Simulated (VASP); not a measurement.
The system is InCuO.

```
In Cu O
1.0
     2.89880    0.00000    0.00000
     0.00000    2.89880    0.00000
     0.00000    0.00000    6.39776
In Cu O
1 1 1
Direct
  0.00000 0.00000 0.00000
  0.50000 0.50000 0.50000
  0.00000 0.00000 0.50000
```

The cell was built from a structure type or drawn by symmetry, and may not be a known phase.

| Item | Value |
| --- | --- |
| Program | VASP 6.6.1 |
| Task | relaxation of cell and atoms |
| Functional | PBE |
| Potentials or basis | VASP PAW PBE potentials, release 64 (In_d, Cu, O) |
| Cutoff | 600 eV |
| k mesh | 6 × 6 × 4 |
| Occupations | gaussian, width 0.1 eV |
| Spin | collinear spin |
| Starting moments | [0.0, 1.0, 0.0] μB |

At the start: pressure -2.9 GPa; volume 17.92 Å³/atom.

Q: Where does the relaxation end?

A: Over 12 steps the energy falls by 77.0 meV/atom and the volume is 15.43 Å³/atom (-13.9 %); space group P4/mmm (No. 123, to 0.1 Å) before and after; moment 0.00 μB per cell.

Step by step:
```csv
step,energy change (eV),largest force (eV/Å),pressure (GPa),volume (Å³)
1,0.0000,0.0000,-2.90,53.76
2,-0.0689,0.0000,-0.96,51.26
3,-0.1220,0.0000,2.06,48.28
4,-0.0494,0.0000,12.39,42.54
5,-0.1305,0.0000,3.82,47.06
6,-0.1628,0.0000,3.31,46.65
7,-0.2132,0.0000,2.92,45.54
8,-0.1515,0.0000,5.14,43.04
9,-0.2192,0.0000,2.88,44.90
10,-0.2286,0.0000,1.27,45.67
11,-0.2309,0.0000,0.30,46.17
12,-0.2310,0.0000,0.12,46.30
```

Final structure:
```
In Cu O
1.0
     2.93679    0.00000    0.00000
     0.00000    2.93679    0.00000
     0.00000    0.00000    5.36844
In Cu O
1 1 1
Direct
  0.00000 0.00000 0.00000
  0.50000 0.50000 0.50000
  0.00000 0.00000 0.50000
```

Caveat: the k points lie up to 0.36 Å⁻¹ apart in the final cell, too coarse for converged energies and pressures of a metal; a cell axis changed by over 15 % at a fixed basis, so the end point is rough.
